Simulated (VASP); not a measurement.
Here is a VASP 6.6.1 calculation.

Contents of INCAR:

```
SYSTEM = Co
ALGO = Normal
EDIFF = 1E-6
ENCUT = 520
ISIF = 2
ISMEAR = -1
ISPIN = 2
LASPH = .True.
LCHARG = .False.
LMAXMIX = 4
LORBIT = 11
LREAL = .False.
LWAVE = .False.
MAGMOM = 2 2
NBANDS = 20
NELM = 150
PREC = Accurate
SIGMA = 0.03
```

Contents of KPOINTS:

```
k-points
0
Gamma
  17 17 9
  0 0 0
```

File POSCAR:

```
Co
1.0
    2.4300935040      0.0000000000      0.0000000000
   -1.2150467520      2.1045227081      0.0000000000
    0.0000000000      0.0000000000      3.9529759265
Co
2
Direct
    0.3333333333      0.6666666667      0.2500000000
    0.6666666667      0.3333333333      0.7500000000
```

Potentials or basis: VASP PAW LDA potentials, release 64 (Co).

Command:

```bash
$ cat potpaw_LDA.64/Co/POTCAR > POTCAR
$ mpirun -np 1 vasp_std > vasp.out
```

(1) Estimate the pressure.

(2) Predict the site moments.

(3) What does it give for the net moment?

Answers

(1) -3.9 GPa.

(2) Co +1.48 μB.

(3) 2.98 μB per cell.

Caveat: the cell stands under tension.
